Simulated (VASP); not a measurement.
Write the native input for VASP 6.6.1 that does the following.

- Task: single point
- Functional: PBE
- Potentials or basis: VASP PAW PBE potentials, release 64 (Ti_sv)
- Cutoff: 520 eV
- k mesh: 13 × 13 × 7
- Occupations: gaussian, width 0.05 eV
- Spin: no spin polarisation
- Dipole correction: no
- Further INCAR settings: ALGO = Normal; EDIFF = 1e-06; NBANDS = 19

The structure of Ti lies in POSCAR:

```
Ti
1.0
    2.9384094506      0.0000000000      0.0000000000
   -1.4692047253      2.5447372309      0.0000000000
    0.0000000000      0.0000000000      4.6529805423
Ti
2
Direct
    0.3333333333      0.6666666667      0.2500000000
    0.6666666667      0.3333333333      0.7500000000
```

One way to write it, as run:

INCAR

```
  PREC = Accurate
  ENCUT = 520
  EDIFF = 1E-6
  ISMEAR = 0
  SIGMA = 0.05
  LREAL = False
  LASPH = True
  NELM = 100
  ALGO = Normal
  ISIF = 2
  LWAVE = False
  LCHARG = False
  GGA = PE
  NBANDS = 19
```

KPOINTS

```
regular mesh
0
Gamma
  13 13 7
```

Potentials or basis: VASP PAW PBE potentials, release 64 (Ti_sv).

The run is started by

```console
$ cat potpaw_PBE.64/Ti_sv/POTCAR > POTCAR
$ mpirun -np 1 vasp_std > vasp.out
```

Results of the run:

```json
{"Pressure": "-0.2 GPa", "Band gap on the k mesh": "zero (band 12 reaches 9.09 eV, above the bottom of band 13 at 7.99 eV)"}
```

Wall time 22 s on 1 thread of Intel(R) Xeon(R) Platinum 8488C (Sapphire Rapids), with other jobs on the host, peak memory 0.18 GiB.
